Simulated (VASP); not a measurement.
A run of VASP 6.6.1:

The input INCAR:

```
PREC = Accurate
ENCUT = 600
EDIFF = 1E-8
ISMEAR = 0
SIGMA = 0.01
LREAL = F
LASPH = T
NELM = 60
ALGO = Normal
ISIF = 3
LWAVE = F
LCHARG = F
GGA = PS
NBANDS = 26
IBRION = 6
NFREE = 2
POTIM = 0.015
NSW = 1
```

KPOINTS

```
regular mesh
0
Gamma
  8 8 4
```

File POSCAR:

```
GaN
1.0
    3.1717448337      0.0000000000      0.0000000000
   -1.5858724169      2.7468116003      0.0000000000
    0.0000000000      0.0000000000      5.1677780790
Ga N
2 2
Direct
    0.3333333333      0.6666666667     -0.0007981541
    0.6666666667      0.3333333333      0.4992018459
    0.3333333333      0.6666666667      0.3757981541
    0.6666666667      0.3333333333      0.8757981541
```

Potentials or basis: VASP PAW PBE potentials, release 64 (Ga_d, N).

Launch:

```bash
$ cat potpaw_PBE.64/Ga_d/POTCAR potpaw_PBE.64/N/POTCAR > POTCAR
$ mpirun -np 1 vasp_std > vasp.out
```

Hardware: 1 thread of Oxide Virtual Turin-like Processor, with other jobs on the host.

Question: Estimate the wall time of this run.

Answer: Run time: 27 min on 1 thread of Oxide Virtual Turin-like Processor, with other jobs on the host, peak memory 0.36 GiB. Counts: scf iterations 232, k points 30.
